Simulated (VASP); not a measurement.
AlGa2Sb3:

```
CELL_PARAMETERS angstrom
5.99489 0.00000 0.00000
-2.99745 5.19173 0.00000
0.00000 0.00000 5.43611
ATOMIC_POSITIONS crystal
Al 0.00000 0.00000 0.00000
Ga 0.33333 0.66667 0.00000
Ga 0.66667 0.33333 0.00000
Sb 0.50000 0.00000 0.50000
Sb 0.00000 0.50000 0.50000
Sb 0.50000 0.50000 0.50000
```

The cell was generated, and may not be a known phase.

- Program: VASP 6.6.1
- Task: relaxation of cell and atoms
- Functional: PBE
- Potentials or basis: VASP PAW PBE potentials, release 64 (Al, Ga_d, Sb)
- Cutoff: 600 eV
- k mesh: 6 × 6 × 8
- Occupations: gaussian, width 0.1 eV
- Spin: no spin polarisation

At the start: pressure 0.7 GPa; volume 28.20 Å³/atom.

Task: Where does the relaxation end?

Result: Over 10 steps the energy falls by 58.1 meV/atom and the volume is 28.14 Å³/atom (-0.2 %); space group P6/mmm (No. 191, to 0.1 Å) before and after.

Step by step:
```tsv
step	energy change (eV)	largest force (eV/Å)	pressure (GPa)	volume (Å³)
1	0.0000	0.0000	0.68	169.19
2	-0.1786	0.0000	-0.46	172.02
3	-0.2018	0.0000	-1.81	179.06
4	-0.3118	0.0000	-1.55	176.17
5	-0.3137	0.0000	-1.38	175.33
6	-0.3434	0.0000	0.16	168.33
7	-0.3463	0.0000	-0.24	169.87
8	-0.3484	0.0000	0.00	168.92
9	-0.3485	0.0000	0.03	168.79
10	-0.3485	0.0000	0.01	168.81
```

Final structure:
```cif
data_structure
_symmetry_space_group_name_H-M 'P 1'
_symmetry_Int_Tables_number 1
_cell_length_a 6.2435
_cell_length_b 6.2435
_cell_length_c 5.0005
_cell_angle_alpha 90.000
_cell_angle_beta 90.000
_cell_angle_gamma 120.000
_cell_volume 168.81
loop_
_atom_site_label
_atom_site_type_symbol
_atom_site_fract_x
_atom_site_fract_y
_atom_site_fract_z
_atom_site_occupancy
Al1 Al 0.00000 0.00000 0.00000 1
Ga1 Ga 0.33333 0.66667 0.00000 1
Ga2 Ga 0.66667 0.33333 0.00000 1
Sb1 Sb 0.50000 0.00000 0.50000 1
Sb2 Sb 0.00000 0.50000 0.50000 1
Sb3 Sb 0.50000 0.50000 0.50000 1
```
